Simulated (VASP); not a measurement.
# HfN (Fm-3m) in VASP: electric field gradients with PBE+D3(BJ)

Aim: the electric field gradients of HfN with PBE+D3(BJ).

Program: VASP 6.6.1. These are calculated values, not measurements. Logs are shortened: lines on timing, memory, paths and dates and some standing lists are left out, and cuts for length are marked.

### 1 The cell of the first run

Symmetry: Fm-3m, No. 225, cubic system. Conventional cell: a = 4.512 Å, b = 4.512 Å, c = 4.512 Å, α = 90.00°, β = 90.00°, γ = 90.00°. Hf (site symmetry m-3m) has 6 N at 2.26 Å within 3.0 Å. N (site symmetry m-3m) has 6 Hf at 2.26 Å within 3.0 Å.

### 2 Electric field gradients, PBE+D3(BJ)

Contents of INCAR:

```
PREC = Accurate
ENCUT = 520
EDIFF = 1E-8
ISMEAR = -5
SIGMA = 0.05
LREAL = F
LASPH = T
NELM = 80
ALGO = Normal
ISIF = 2
LWAVE = F
LCHARG = F
GGA = PE
IVDW = 12
LEFG = T
NBANDS = 14
```

Contents of KPOINTS:

```
regular mesh
0
Gamma
  10 10 10
```

Contents of POSCAR:

```
HfN
1.0
    0.0000000000      2.2560000000      2.2560000000
    2.2560000000      0.0000000000      2.2560000000
    2.2560000000      2.2560000000      0.0000000000
Hf N
1 1
Direct
    0.0000000000      0.0000000000      0.0000000000
    0.5000000000      0.5000000000      0.5000000000
```

Potentials or basis: VASP PAW PBE potentials, release 64 (Hf_pv, N).

On the command line:

```sh
cat potpaw_PBE.64/Hf_pv/POTCAR potpaw_PBE.64/N/POTCAR > POTCAR
mpirun -np 1 vasp_std > vasp.out
```

OUTCAR:

```text
PREC = Accurate
   ENCUT = 520
   EDIFF = 1E-8
   ISMEAR = -5
   LREAL = F
   LASPH = T
   NELM = 80
   ISIF = 2
   GGA = PE
   IVDW = 12
 IVDW          = 12

 ion  position               nearest neighbor table
   1  0.000  0.000  0.000-   2 2.26   2 2.26   2 2.26   2 2.26   2 2.26   2 2.26
   2  0.500  0.500  0.500-   1 2.26   1 2.26   1 2.26   1 2.26   1 2.26   1 2.26

  LATTYP: Found a face centered cubic cell.
 ALAT       =     4.5120000000

  Lattice vectors:

 A1 = (   0.0000000000,   2.2560000000,   2.2560000000)
 A2 = (   2.2560000000,   0.0000000000,   2.2560000000)
 A3 = (   2.2560000000,   2.2560000000,   0.0000000000)

Analysis of symmetry for initial positions (statically):
=====================================================================
 Subroutine PRICEL returns:
 Original cell was already a primitive cell.

 Routine SETGRP: Setting up the symmetry group for a
 face centered cubic supercell.

 Subroutine GETGRP returns: Found 48 space group operations
 (whereof 48 operations were pure point group operations)
 out of a pool of 48 trial point group operations.

The static configuration has the point symmetry O_h .

Analysis of symmetry for dynamics (positions and initial velocities):
=====================================================================
 Subroutine PRICEL returns:
 Original cell was already a primitive cell.

 Routine SETGRP: Setting up the symmetry group for a
 face centered cubic supercell.

 Subroutine GETGRP returns: Found 48 space group operations
 (whereof 48 operations were pure point group operations)
 out of a pool of 48 trial point group operations.

The dynamic configuration has the point symmetry O_h .

 Subroutine INISYM returns: Found 48 space group operations
 (whereof 48 operations are pure point group operations),
 and found     1 'primitive' translations

----------------------------------------------------------------------------------------

                                     Primitive cell

  volume of cell :      22.9640

  direct lattice vectors                    reciprocal lattice vectors
     0.000000000  2.256000000  2.256000000    -0.221631206  0.221631206  0.221631206
     2.256000000  0.000000000  2.256000000     0.221631206 -0.221631206  0.221631206
     2.256000000  2.256000000  0.000000000     0.221631206  0.221631206 -0.221631206

  length of vectors
     3.190465797  3.190465797  3.190465797     0.383876509  0.383876509  0.383876509

  position of ions in fractional coordinates (direct lattice)
     0.000000000  0.000000000  0.000000000
     0.500000000  0.500000000  0.500000000

  ion indices of the primitive-cell ions
   primitive index   ion index
                 1           1
                 2           2

----------------------------------------------------------------------------------------

 KPOINTS: regular mesh

Automatic generation of k-mesh.
 Grid dimensions read from file:
 generate k-points for:   10   10   10

 Generating k-lattice:

  Cartesian coordinates                     Fractional coordinates (reciprocal lattice)
    -0.022163121  0.022163121  0.022163121     0.100000000  0.000000000  0.000000000
     0.022163121 -0.022163121  0.022163121     0.000000000  0.100000000  0.000000000
     0.022163121  0.022163121 -0.022163121     0.000000000  0.000000000  0.100000000

  Length of vectors
     0.038387651  0.038387651  0.038387651

  Shift w.r.t. Gamma in fractional coordinates (k-lattice)
     0.000000000  0.000000000  0.000000000

 TETIRR: Found    148 inequivalent tetrahedra from     6000

 Subroutine IBZKPT returns following result:
 ===========================================

 Found     47 irreducible k-points:

 Following reciprocal coordinates:
            Coordinates               Weight
  0.000000  0.000000  0.000000      1.000000
  0.100000  0.000000  0.000000      8.000000
[... 34 lines left out ...]
   ICHARG =      2    charge: 1-file 2-atom 10-const
   ISPIN  =      1    spin polarized calculation?
   LNONCOLLINEAR =      F non collinear calculations
   LSORBIT =      F    spin-orbit coupling
   LASPH  =      T    aspherical Exc in radial PAW
   ENCUT  =  520.0 eV  38.22 Ry    6.18 a.u.   5.93  5.93  5.93*2*pi/ulx,y,z
   NELM   =     80;   NELMIN=  2; NELMDL= -5     # of ELM steps
   EDIFF  = 0.1E-07   stopping-criterion for ELM
   LREAL  =      F    real-space projection
   EDIFFG = 0.1E-06   stopping-criterion for IOM
   NSW    =      0    number of steps for IOM
   IBRION =     -1    ionic relax: 0-MD 1-quasi-New 2-CG
   NFREE  =      0    steps in history (QN), initial steepest desc. (CG)
   ISIF   =      2    stress and relaxation
   ISYM   =      2    0-nonsym 1-usesym 2-fastsym
   POTIM  = 0.5000    time-step for ionic-motion
   TEBEG  =    0.0;   TEEND  =   0.0 temperature during run
   PSTRESS=    0.0 pullay stress
   NELECT =      15.0000    total number of electrons
   NUPDOWN=      -1.0000    fix difference up-down
   EMIN   =  10.00;   EMAX   =-10.00  energy-range for DOS
   EFERMI =   0.00;   METHOD = LEGACY
   ISMEAR =    -5;   SIGMA  =   0.05  broadening in eV -4-tet -1-fermi 0-gaus
   EFERMI_NEDOS =   21; number of points for ismear=-14 and -15
   IALGO  =     38    algorithm
   IMIX   =      4    mixing-type and parameters
     AMIX     =   0.40;   BMIX     =  1.00
     AMIX_MAG =   1.60;   BMIX_MAG =  1.00
  volume/ion in A,a.u.               =      11.48        77.48
  Fermi-wavevector in a.u.,A,eV,Ry     =   1.420440  2.684242 27.451783  2.017649
  Thomas-Fermi vector in A             =   2.541355
   LORBIT       =      0    0 simple, 1 ext, 2 COOP (PROOUT), +10 PAW based schemes
   GGA     = PE    functional components
   LHFCALC =     F    Hartree Fock is set to
   AEXX    =    0.0000 exact exchange contribution
   IVDW    =    12    specifies the selected vdW correction
   LEPSILON=     F    determine dielectric tensor
   LRPA    =     F    only Hartree local field effects (RPA)
 non-spin polarized calculation
 Fermi weights with tetrahedron method with Bloechl corrections
  energy-cutoff  :      520.00
  volume of cell :       22.96
 maximum number of plane-waves:       636
   NGX = 11   NGY = 11   NGZ = 11

 number of electron      15.0000001 magnetization

 Free energy of the ion-electron system (eV)
  ---------------------------------------------------
  ext. energy  EPLUGINS =         0.00000000
  ---------------------------------------------------
  free energy    TOTEN  =       -21.75289258 eV

  energy without entropy =      -21.75289258  energy(sigma->0) =      -21.75289258

 E-fermi :   8.4840     XC(G=0): -12.7536

 val. band max:        8.4704308048   @ k =  -0.1000   0.1000   0.0000
 cond. band min:       8.3982402503   @ k =   0.1000   0.0000   0.0000
 fundamental gap:     -0.0721905545
 Fermi energy:         8.4839882727

 k-point     1 :       0.0000    0.0000    0.0000
  band No.  band energies     occupation
      1     -22.7197      2.00000
      2     -22.7197      2.00000
      3     -22.7197      2.00000
      4      -9.1111      2.00000
      5       5.3906      2.00000
      6       5.3906      2.00000
      7       5.3906      2.00000
      8       8.0711      2.00000
      9       8.0711      2.36366
     10       8.0711      2.36366
     11      10.2563      0.00000
     12      10.3980      0.00000
     13      10.3980      0.00000
     14      17.9943      0.00000
[... 377 lines left out ...]
      1     -23.4016      2.00000
      2     -22.9865      2.00000
      3     -22.9572      2.00000
      4      -7.7099      2.00000
      5       1.8079      2.00000
      6       3.7994      2.00000
      7       4.2859      2.00000
      8       5.9385      2.00000
      9      12.5238      0.00000
     10      13.0199      0.00000
     11      13.1891      0.00000
     12      13.2656      0.00000
     13      17.6151      0.00000
     14      19.8083      0.00000

 [... further k-points ...]

------------------------ aborting loop because EDIFF is reached ----------------------------------------

 Edisp (eV)   -0.77562

 E8    (eV) :    -0.3639

  FORCE on cell =-STRESS in cart. coord.  units (eV):
  Direction    XX          YY          ZZ          XY          YZ          ZX
  --------------------------------------------------------------------------------------
  -------------------------------------------------------------------------------------
  Total      -0.21422    -0.21422    -0.21422     0.00000    -0.00000    -0.00000
  in kB     -14.94562   -14.94562   -14.94562     0.00000    -0.00000    -0.00000
  external pressure =      -14.95 kB  Pullay stress =        0.00 kB

 VOLUME and BASIS-vectors are now :
 -----------------------------------------------------------------------------
  energy-cutoff  :      520.00
  volume of cell :       22.96
      direct lattice vectors                 reciprocal lattice vectors
     0.000000000  2.256000000  2.256000000    -0.221631206  0.221631206  0.221631206
     2.256000000  0.000000000  2.256000000     0.221631206 -0.221631206  0.221631206
     2.256000000  2.256000000  0.000000000     0.221631206  0.221631206 -0.221631206

 POSITION                                       TOTAL-FORCE (eV/Angst)
 -----------------------------------------------------------------------------------
      0.00000      0.00000      0.00000         0.000000     -0.000000      0.000000
      2.25600      2.25600      2.25600        -0.000000      0.000000     -0.000000
 -----------------------------------------------------------------------------------
    total drift:                                0.000000     -0.000000     -0.000000

  FREE ENERGIE OF THE ION-ELECTRON SYSTEM (eV)
  ---------------------------------------------------
  free  energy   TOTEN  =       -22.5285078019 eV

  energy  without entropy=      -22.5285078019  energy(sigma->0) =      -22.52850780

 Electric field gradients (V/A^2)
---------------------------------------------------------------------
 ion       V_xx      V_yy      V_zz      V_xy      V_xz      V_yz
---------------------------------------------------------------------
   1       0.000    -0.000    -0.000    -0.000    -0.000    -0.000
   2      -0.000     0.000    -0.000     0.001     0.001     0.001
---------------------------------------------------------------------

 Electric field gradients after diagonalization (V/A^2)
 (convention: |V_zz| > |V_xx| > |V_yy|)
----------------------------------------------------------------------
 ion       V_xx      V_yy      V_zz     asymmetry (V_yy - V_xx)/ V_zz
----------------------------------------------------------------------
   1       0.000     0.000    -0.001       0.000
   2      -0.001    -0.001     0.002       0.000
----------------------------------------------------------------------

           NMR quadrupolar parameters

 Cq : quadrupolar parameter    Cq=e*Q*V_zz/h
 eta: asymmetry parameters     (V_yy - V_xx)/ V_zz
 Q  : nuclear electric quadrupole moment in mb (millibarn)
----------------------------------------------------------------------
 ion       Cq(MHz)       eta       Q (mb)
----------------------------------------------------------------------
   1      -0.000       0.000       1.000
   2       0.000       0.000       1.000
----------------------------------------------------------------------
```

It took 6.5 s on 1 thread of Intel Xeon 6975P-C (Granite Rapids), shared host; peak memory 0.16 GiB.

Results:

- Free energy: -22.5285 eV
- Pressure: -1.5 GPa
- Dispersion energy per atom: -0.388 eV

Caveat: without QUAD_EFG the Cq values of the log hold for a quadrupole moment of 1 mb, not for the nuclei; spin-orbit coupling is left out, which moves the levels of the heavy elements; pairwise dispersion overbinds metals, which lowers pressure and volume; tetrahedron occupations give inexact forces and stress in metals.
